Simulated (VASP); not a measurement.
# Al3GaN4 (Cm) in VASP: notebook, part 2 of 2

VASP 6.6.1. Earlier steps stand in the parts before.

### Step 5. Single point, PBEsol (atom 1 (Al) moved +0.040 Å towards its neighbour atom 5 (N) at 1.892 Å)

Contents of INCAR:

```
SYSTEM = Al3GaN4
PREC = Accurate
ENCUT = 520
EDIFF = 1E-6
ISMEAR = 0
SIGMA = 0.05
LREAL = .FALSE.
LASPH = .TRUE.
NELM = 60
ALGO = Normal
ISIF = 2
LWAVE = .FALSE.
LCHARG = .FALSE.
GGA = PS
NBANDS = 31
```

Contents of KPOINTS:

```
regular mesh
0
G
  6 6 6
  0 0 0
```

Contents of POSCAR:

```
Al3GaN4
1.0
    4.4014385300      0.0000000000      0.0000000000
    0.0000000000      4.4014385300      0.0000000000
    0.0000000000      0.0000000000      4.4014385300
Al Ga N
3 1 4
Direct
    0.5051633485      0.5051633485      0.0054102015
    0.5000000000      0.0000000000      0.5000000000
    0.0000000000      0.5000000000      0.5000000000
    0.0000000000      0.0000000000      0.0000000000
    0.7441634300      0.7441634300      0.2558365700
    0.7441634300      0.2558365700      0.7441634300
    0.2558365700      0.7441634300      0.7441634300
    0.2558365700      0.2558365700      0.2558365700
```

On the command line:

```sh
$ cat potpaw_PBE.64/Al/POTCAR potpaw_PBE.64/Ga_d/POTCAR potpaw_PBE.64/N/POTCAR > POTCAR
$ mpirun -np 1 vasp_std > vasp.out
```

Wall time 3.3 min (1 thread of AMD EPYC 7R13 (Zen 3), shared host); peak memory 0.28 GiB.

It converged, with:

```yaml
Free_energy: -59.9319 eV
Pressure: 0.8 GPa
Largest_force: 0.889 eV/Å
Band_gap_on_the_k_mesh: 3.25 eV
```

Forces in eV/Å, atoms in the order of the input:
```
Al  -0.497 -0.497 -0.544
Al  -0.069  0.103  0.108
Al   0.103 -0.069  0.108
Ga   0.105  0.105 -0.080
N    0.285  0.285  0.181
N    0.036  0.027  0.155
N    0.027  0.036  0.155
N    0.010  0.010 -0.083
```

Stress tensor (GPa, compression positive):
```
0.77 0.49 0.43
0.49 0.77 0.43
0.43 0.43 0.77
```

Levels at points of the mesh, in eV from the valence-band top:
| k point | band 17 | band 18 | band 19 | band 20 | band 21 | band 22 | band 23 | band 24 | band 25 | band 26 |
| --- | --- | --- | --- | --- | --- | --- | --- | --- | --- | --- |
| (0.00, 0.00, 0.00) | -1.99 | -1.98 | -0.05 | -0.01 | 0.00 | 3.25 | 3.26 | 3.35 | 3.50 | 6.90 |
| (0.50, 0.00, 0.00) | -2.65 | -1.29 | -1.18 | -0.99 | -0.93 | 5.50 | 5.58 | 6.00 | 6.10 | 8.43 |
| (0.00, 0.00, 0.50) | -2.64 | -1.27 | -1.21 | -1.01 | -0.90 | 5.50 | 5.58 | 6.00 | 6.10 | 8.43 |
| (0.50, 0.50, 0.00) | -2.57 | -0.87 | -0.61 | -0.57 | -0.48 | 7.25 | 7.42 | 7.47 | 7.71 | 7.97 |
| (0.00, 0.50, 0.50) | -2.57 | -0.87 | -0.58 | -0.56 | -0.51 | 7.25 | 7.41 | 7.49 | 7.72 | 7.97 |
| (0.50, 0.50, 0.50) | -0.60 | -0.59 | -0.45 | -0.37 | -0.34 | 5.45 | 6.90 | 6.93 | 6.94 | 9.36 |

Caveat: the cell differs from its parent crystal (atom 1 (Al) moved +0.040 Å towards its neighbour atom 5 (N) at 1.892 Å); the PAW data sets were made with another functional, which shifts forces and pressure a little.

### Step 6. Single point, PBEsol (atom 1 (Al) moved -0.020 Å towards its neighbour atom 5 (N) at 1.892 Å)

Contents of INCAR:

```
  ALGO = Normal
  EDIFF = 1E-6
  ENCUT = 520
  GGA = PS
  ISIF = 2
  ISMEAR = 0
  LASPH = True
  LCHARG = False
  LREAL = False
  LWAVE = False
  NBANDS = 31
  NELM = 80
  PREC = Accurate
  SIGMA = 0.05
```

Contents of KPOINTS:

```
k-points
0
Gamma
  6 6 6
```

POSCAR, as its differences from that of step 5:

```diff
@@ -8,3 +8,3 @@
 Direct
-    0.5051633485      0.5051633485      0.0054102015
+    0.4974183258      0.4974183258     -0.0027051008
     0.5000000000      0.0000000000      0.5000000000
```

Potentials or basis: VASP PAW PBE potentials, release 64 (Al, Ga_d, N).

On the command line:

```sh
$ cat potpaw_PBE.64/Al/POTCAR potpaw_PBE.64/Ga_d/POTCAR potpaw_PBE.64/N/POTCAR > POTCAR
$ mpirun -np 1 vasp_std > vasp.out
```

OUTCAR:

```text
EDIFF = 1E-6
   ENCUT = 520
   GGA = PS
   ISIF = 2
   ISMEAR = 0
   LASPH = True
   LREAL = False
   NELM = 80
   PREC = Accurate

 ion  position               nearest neighbor table
   1  0.497  0.497  0.997-   6 1.88   7 1.88   8 1.89   5 1.91   2 3.10   3 3.10   4 3.10   2 3.11
                             3 3.11   4 3.11   4 3.11   3 3.11   2 3.11   4 3.13   2 3.13   3 3.13
   2  0.500  0.000  0.500-   5 1.89   6 1.89   7 1.89   8 1.89   1 3.10   1 3.11   4 3.11   4 3.11
                             3 3.11   3 3.11   3 3.11   4 3.11   4 3.11   3 3.11   1 3.11   1 3.13
[... 1037 lines left out ...]
  in kB        7.2066555      7.2066555      7.2149282     -2.1469678     -1.7741896     -1.7741900
  external PRESSURE =       7.2094130 kB  Pullay stress =       0.0000000 kB

 VOLUME and BASIS-vectors are now :
 -----------------------------------------------------------------------------
  energy-cutoff  :      520.00
  volume of cell :       85.27
      direct lattice vectors                 reciprocal lattice vectors
     4.401438530  0.000000000  0.000000000     0.227198447  0.000000000  0.000000000
     0.000000000  4.401438530  0.000000000     0.000000000  0.227198447  0.000000000
     0.000000000  0.000000000  4.401438530     0.000000000  0.000000000  0.227198447

 POSITION                                       TOTAL-FORCE (eV/Angst)
 -----------------------------------------------------------------------------------
      2.18936      2.18936      4.38953         0.224685      0.224685      0.249295
      2.20072      0.00000      2.20072         0.035156     -0.052040     -0.054340
      0.00000      2.20072      2.20072        -0.052040      0.035156     -0.054340
      0.00000      0.00000      0.00000        -0.053089     -0.053089      0.040255
      3.27539      3.27539      1.12605        -0.026508     -0.026508     -0.160740
      3.27539      1.12605      3.27539         0.077909     -0.107631      0.015166
      1.12605      3.27539      3.27539        -0.107631      0.077909      0.015166
      1.12605      1.12605      1.12605        -0.098482     -0.098482     -0.050462
 -----------------------------------------------------------------------------------
    total drift:                               -0.000202     -0.000202     -0.000099

  FREE ENERGIE OF THE ION-ELECTRON SYSTEM (eV)
  ---------------------------------------------------
  free  energy   TOTEN  =       -59.9452084539 eV

  energy  without entropy=      -59.9452084539  energy(sigma->0) =      -59.94520845
```

OSZICAR:

```text
N       E                     dE             d eps       ncg     rms          rms(c)
DAV:   1     0.310701039714E+03    0.31070E+03   -0.19538E+04  4785   0.168E+03
DAV:   2    -0.244533346902E+02   -0.33515E+03   -0.31094E+03  4893   0.449E+02
DAV:   3    -0.669225380823E+02   -0.42469E+02   -0.41860E+02  4808   0.126E+02
DAV:   4    -0.686034411508E+02   -0.16809E+01   -0.16744E+01  5644   0.280E+01
DAV:   5    -0.686414699555E+02   -0.38029E-01   -0.38015E-01  5114   0.391E+00    0.162E+01
DAV:   6    -0.599268830158E+02    0.87146E+01   -0.26420E+01  6689   0.522E+01    0.556E+00
DAV:   7    -0.600313616221E+02   -0.10448E+00   -0.28774E+00  5108   0.103E+01    0.398E+00
DAV:   8    -0.599743969370E+02    0.56965E-01   -0.43147E-01  5576   0.573E+00    0.991E-01
DAV:   9    -0.599451452865E+02    0.29252E-01   -0.98191E-02  6553   0.398E+00    0.486E-01
DAV:  10    -0.599450670499E+02    0.78237E-04   -0.13817E-02  5055   0.641E-01    0.191E-01
DAV:  11    -0.599452097971E+02   -0.14275E-03   -0.69652E-04  6687   0.241E-01    0.201E-02
DAV:  12    -0.599452081831E+02    0.16140E-05   -0.11582E-04  5071   0.920E-02    0.149E-02
DAV:  13    -0.599452084539E+02   -0.27083E-06   -0.69431E-06  6040   0.295E-02
   1 F= -.59945208E+02 E0= -.59945208E+02  d E =-.804563E-13
```

It took 3.6 min on 1 thread of AMD EPYC 7R13 (Zen 3), shared host; peak memory 0.27 GiB.

What came out:

```yaml
Free_energy: -59.9452 eV
Pressure: 0.7 GPa
Largest_force: 0.404 eV/Å
Band_gap_on_the_k_mesh: 3.25 eV
```

Forces on the atoms (eV/Å):
```
Al   0.225  0.225  0.249
Al   0.035 -0.052 -0.054
Al  -0.052  0.035 -0.054
Ga  -0.053 -0.053  0.040
N   -0.027 -0.027 -0.161
N    0.078 -0.108  0.015
N   -0.108  0.078  0.015
N   -0.098 -0.098 -0.050
```

Stress tensor (GPa, compression positive):
```
 0.72 -0.21 -0.18
-0.21  0.72 -0.18
-0.18 -0.18  0.72
```

Caveat: the cell differs from its parent crystal (atom 1 (Al) moved -0.020 Å towards its neighbour atom 5 (N) at 1.892 Å); the PAW data sets were made with another functional, which shifts forces and pressure a little. A k mesh can miss the band edges.

### Step 7. The runs side by side

| cell | gap on the mesh (eV) | pressure (GPa) | largest force (eV/Å) |
| --- | --- | --- | --- |
| as given, atomic positions A | 2.89 | 1.0 | 1.79 |
| as given, atomic positions B | 3.18 | 1.0 | 1.90 |
| as given, atomic positions C | 3.08 | 0.8 | 1.14 |
| as given, atomic positions D | 3.25 | 0.8 | 0.89 |
| as given, atomic positions E | 3.25 | 0.7 | 0.40 |

Alike in all rows: task single point; level PBEsol; potentials or basis VASP PAW PBE potentials, release 64 (Al, Ga_d, N); no spin polarisation; k mesh 6 × 6 × 6; cutoff (eV) 520; smearing gaussian 0.05 eV.

Caveats: the PAW data sets were made with another functional, which shifts forces and pressure a little.

Total energies depend on the potentials used, so only differences within one code and one set of settings carry meaning.
